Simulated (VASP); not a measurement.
# As3Se2 (R-3c) in VASP: notebook, part 2 of 2

VASP 6.6.1. Earlier steps stand in the parts before.

## Step 3: Single point, PBE

This run uses another cell than the first one, of 23.56 Å³/atom.

INCAR reads:

```
PREC     = Accurate       # precision mode
ENCUT    = 520            # plane-wave cutoff, eV
EDIFF    = 1E-6           # SCF threshold, eV
ISMEAR   = 0              # smearing method
SIGMA    = 0.1            # smearing width, eV
LREAL    = F              # projectors in reciprocal space
LASPH    = T              # aspherical terms in the spheres
NELM     = 100            # most SCF steps
ALGO     = Normal         # electronic algorithm
ISIF     = 2              # what is computed and relaxed
LWAVE    = F              # write WAVECAR
LCHARG   = T              # write CHGCAR
GGA      = PE             # functional
LELF     = T              # ELF
LVHAR    = T            
NBANDS   = 38             # bands
```

KPOINTS reads:

```
regular mesh
0
Gamma
  6 6 6
```

POSCAR reads:

```
As3Se2
1.0
    3.7130280069      2.1437177193      4.9335487333
   -3.7130280069      2.1437177193      4.9335487333
    0.0000000000     -4.2874354387      4.9335487333
As Se
6 4
Direct
    0.0748586461      0.4251413539      0.7500000000
    0.7500000000      0.0748586461      0.4251413539
    0.4251413539      0.7500000000      0.0748586461
    0.9251413539      0.5748586461      0.2500000000
    0.2500000000      0.9251413539      0.5748586461
    0.5748586461      0.2500000000      0.9251413539
    0.8658191804      0.8658191804      0.8658191804
    0.6341808196      0.6341808196      0.6341808196
    0.1341808196      0.1341808196      0.1341808196
    0.3658191804      0.3658191804      0.3658191804
```

Potentials or basis: VASP PAW PBE potentials, release 64 (As, Se).

On the command line:

```sh
> cat potpaw_PBE.64/As/POTCAR potpaw_PBE.64/Se/POTCAR > POTCAR
> mpirun -np 1 vasp_std > vasp.out
```

OUTCAR:

```text
PREC = Accurate
   ENCUT = 520
   EDIFF = 1E-6
   ISMEAR = 0
   LREAL = F
   LASPH = T
   NELM = 100
   ISIF = 2
   GGA = PE

 ion  position               nearest neighbor table
   1  0.075  0.425  0.750-   9 2.62  10 2.62
   2  0.750  0.075  0.425-  10 2.62   9 2.62
   3  0.425  0.750  0.075-   9 2.62  10 2.62
   4  0.925  0.575  0.250-   7 2.62   8 2.62
   5  0.250  0.925  0.575-   8 2.62   7 2.62
   6  0.575  0.250  0.925-   7 2.62   8 2.62
   7  0.866  0.866  0.866-   6 2.62   5 2.62   4 2.62
   8  0.634  0.634  0.634-   5 2.62   6 2.62   4 2.62
   9  0.134  0.134  0.134-   3 2.62   2 2.62   1 2.62
  10  0.366  0.366  0.366-   2 2.62   3 2.62   1 2.62

  LATTYP: Found a trigonal (rhomboedric) cell.
 ALAT       =     6.5362072905
 COS(alpha) =     0.3545913053

  Lattice vectors:

 A1 = (   3.7130280069,   2.1437177193,   4.9335487333)
 A2 = (  -3.7130280069,   2.1437177193,   4.9335487333)
 A3 = (   0.0000000000,  -4.2874354387,   4.9335487333)

Analysis of symmetry for initial positions (statically):
=====================================================================
 Subroutine PRICEL returns:
 Original cell was already a primitive cell.

 Routine SETGRP: Setting up the symmetry group for a
 trigonal (rhombohedral) supercell.

 Subroutine GETGRP returns: Found 12 space group operations
 (whereof  6 operations were pure point group operations)
 out of a pool of 12 trial point group operations.

The static configuration has the point symmetry S_6 .
 The point group associated with its full space group is D_3d.

Analysis of symmetry for dynamics (positions and initial velocities):
=====================================================================
 Subroutine PRICEL returns:
 Original cell was already a primitive cell.

 Routine SETGRP: Setting up the symmetry group for a
 trigonal (rhombohedral) supercell.

 Subroutine GETGRP returns: Found 12 space group operations
 (whereof  6 operations were pure point group operations)
 out of a pool of 12 trial point group operations.

The dynamic configuration has the point symmetry S_6 .
 The point group associated with its full space group is D_3d.

 Subroutine INISYM returns: Found 12 space group operations
 (whereof  6 operations are pure point group operations),
 and found     1 'primitive' translations

----------------------------------------------------------------------------------------

                                     Primitive cell

  volume of cell :     235.6169

  direct lattice vectors                    reciprocal lattice vectors
     3.713028007  2.143717719  4.933548733     0.134660983  0.077746555  0.067564618
    -3.713028007  2.143717719  4.933548733    -0.134660983  0.077746555  0.067564618
     0.000000000 -4.287435439  4.933548733     0.000000000 -0.155493109  0.067564618

  length of vectors
     6.536207290  6.536207290  6.536207291     0.169537856  0.169537856  0.169537856

  position of ions in fractional coordinates (direct lattice)
     0.074858646  0.425141354  0.750000000
     0.750000000  0.074858646  0.425141354
[... 54 lines left out ...]
  0.166667  0.166667  0.000000      6.000000
  0.333333  0.166667  0.000000     12.000000
[... 16 lines left out ...]
  0.500000  0.500000  0.166667      6.000000
 -0.333333  0.500000  0.166667     12.000000
 [... further k-points ...]
   k-points           NKPTS =     32   k-points in BZ     NKDIM =     32   number of bands    NBANDS=     38
   number of dos      NEDOS =    301   number of ions     NIONS =     10
   total plane-waves  NPLWV = 125000
   dimension x,y,z NGX =    50 NGY =   50 NGZ =   50
   dimension x,y,z NGXF=   100 NGYF=  100 NGZF=  100
   ions per type =               6   4
   NGX,Y,Z   is equivalent  to a cutoff of  12.72, 12.72, 12.72 a.u.
   NGXF,Y,Z  is equivalent  to a cutoff of  25.43, 25.43, 25.43 a.u.
 SYSTEM =  unknown system
   PREC   = accura    normal or accurate (medium, high low for compatibility)
   ISTART =      0    job   : 0-new  1-cont  2-samecut
   ICHARG =      2    charge: 1-file 2-atom 10-const
   ISPIN  =      1    spin polarized calculation?
   LNONCOLLINEAR =      F non collinear calculations
   LSORBIT =      F    spin-orbit coupling
   LASPH  =      T    aspherical Exc in radial PAW
   ENCUT  =  520.0 eV  38.22 Ry    6.18 a.u.  12.15 12.15 12.15*2*pi/ulx,y,z
   NELM   =    100;   NELMIN=  2; NELMDL= -5     # of ELM steps
   EDIFF  = 0.1E-05   stopping-criterion for ELM
   LREAL  =      F    real-space projection
   EDIFFG = 0.1E-04   stopping-criterion for IOM
   NSW    =      0    number of steps for IOM
   IBRION =     -1    ionic relax: 0-MD 1-quasi-New 2-CG
   NFREE  =      0    steps in history (QN), initial steepest desc. (CG)
   ISIF   =      2    stress and relaxation
   ISYM   =      2    0-nonsym 1-usesym 2-fastsym
   POTIM  = 0.5000    time-step for ionic-motion
   TEBEG  =    0.0;   TEEND  =   0.0 temperature during run
   PSTRESS=    0.0 pullay stress
   NELECT =      54.0000    total number of electrons
   NUPDOWN=      -1.0000    fix difference up-down
   EMIN   =  10.00;   EMAX   =-10.00  energy-range for DOS
   EFERMI =   0.00;   METHOD = LEGACY
   ISMEAR =     0;   SIGMA  =   0.10  broadening in eV -4-tet -1-fermi 0-gaus
   EFERMI_NEDOS =   21; number of points for ismear=-14 and -15
   IALGO  =     38    algorithm
   IMIX   =      4    mixing-type and parameters
     AMIX     =   0.40;   BMIX     =  1.00
     AMIX_MAG =   1.60;   BMIX_MAG =  1.00
  volume/ion in A,a.u.               =      23.56       159.00
  Fermi-wavevector in a.u.,A,eV,Ry     =   1.001853  1.893227 13.656291  1.003709
  Thomas-Fermi vector in A             =   2.134302
   LORBIT       =      0    0 simple, 1 ext, 2 COOP (PROOUT), +10 PAW based schemes
   GGA     = PE    functional components
   LHFCALC =     F    Hartree Fock is set to
   AEXX    =    0.0000 exact exchange contribution
   IVDW    =     0    specifies the selected vdW correction
   LEPSILON=     F    determine dielectric tensor
   LRPA    =     F    only Hartree local field effects (RPA)
 non-spin polarized calculation
 Gauss-broadening in eV      SIGMA  =   0.10
  energy-cutoff  :      520.00
  volume of cell :      235.62
 maximum number of plane-waves:      6372
 NGX is ok and might be reduce to    50
   NGX = 25   NGY = 25   NGZ = 25

 number of electron      54.0000002 magnetization

 Free energy of the ion-electron system (eV)
  ---------------------------------------------------
  ext. energy  EPLUGINS =         0.00000000
  ---------------------------------------------------
  free energy    TOTEN  =       -37.30924296 eV

  energy without entropy =      -37.28833432  energy(sigma->0) =      -37.29878864

 E-fermi :   4.3241     XC(G=0):  -9.6763

 val. band max:        4.2829031022   @ k =  -0.1667   0.1667   0.0000
 cond. band min:       4.3503820327   @ k =   0.5000   0.5000   0.3333
 fundamental gap:      0.0674789304
 Fermi energy:         4.3241017445

 k-point     1 :       0.0000    0.0000    0.0000
  band No.  band energies     occupation
      1     -10.9573      2.00000
      2      -9.5817      2.00000
      3      -9.3365      2.00000
      4      -9.0583      2.00000
      5      -6.6771      2.00000
      6      -6.6771      2.00000
[... 973 lines left out ...]
     37       7.0659      0.00000
     38       7.3476      0.00000

 [... further k-points ...]

------------------------ aborting loop because EDIFF is reached ----------------------------------------

  FORCE on cell =-STRESS in cart. coord.  units (eV):
  Direction    XX          YY          ZZ          XY          YZ          ZX
  --------------------------------------------------------------------------------------
  -------------------------------------------------------------------------------------
  Total        0.0761497      0.0761497     -0.0566061     -0.0000000      0.0000000     -0.0000000
  in kB        0.5178124      0.5178124     -0.3849174     -0.0000000      0.0000000     -0.0000000
  external PRESSURE =       0.2169025 kB  Pullay stress =       0.0000000 kB

 VOLUME and BASIS-vectors are now :
 -----------------------------------------------------------------------------
  energy-cutoff  :      520.00
  volume of cell :      235.62
      direct lattice vectors                 reciprocal lattice vectors
     3.713028007  2.143717719  4.933548733     0.134660983  0.077746555  0.067564618
    -3.713028007  2.143717719  4.933548733    -0.134660983  0.077746555  0.067564618
     0.000000000 -4.287435439  4.933548733     0.000000000 -0.155493109  0.067564618

 POSITION                                       TOTAL-FORCE (eV/Angst)
 -----------------------------------------------------------------------------------
     -1.30061     -2.14372      6.16694        -0.016512      0.000000      0.000000
      2.50682     -0.05450      6.16694         0.008256     -0.014300      0.000000
     -1.20621      2.19822      6.16694         0.008256      0.014300      0.000000
      1.30061      2.14372      8.63371         0.016512     -0.000000     -0.000000
     -2.50682      0.05450      8.63371        -0.008256      0.014300      0.000000
      1.20621     -2.19822      8.63371        -0.008256     -0.014300      0.000000
      0.00000     -0.00000     12.81468         0.000000      0.000000     -0.013060
      0.00000     -0.00000      9.38629         0.000000     -0.000000      0.013060
      0.00000     -0.00000      1.98596         0.000000     -0.000000      0.013060
      0.00000     -0.00000      5.41436         0.000000      0.000000     -0.013060
 -----------------------------------------------------------------------------------
    total drift:                               -0.000000      0.000000     -0.000000

  FREE ENERGIE OF THE ION-ELECTRON SYSTEM (eV)
  ---------------------------------------------------
  free  energy   TOTEN  =       -37.3092429574 eV

  energy  without entropy=      -37.2883343172  energy(sigma->0) =      -37.29878864
```

It took 3.9 min on 1 thread of Intel Xeon Platinum 8259CL at 2.50GHz (Skylake/Cascade Lake), shared host; peak memory 0.47 GiB.

What came out:

```yaml
Free_energy: -37.3092 eV
Pressure: 0.0 GPa
Largest_force: 0.017 eV/Å
Band_gap_on_the_k_mesh: zero (bands 27 and 28 overlap by 1.41 eV)
```

Forces on the atoms (eV/Å):
```
As  -0.017  0.000  0.000
As   0.008 -0.014  0.000
As   0.008  0.014  0.000
As   0.017  0.000  0.000
As  -0.008  0.014  0.000
As  -0.008 -0.014  0.000
Se   0.000  0.000 -0.013
Se   0.000  0.000  0.013
Se   0.000  0.000  0.013
Se   0.000  0.000 -0.013
```
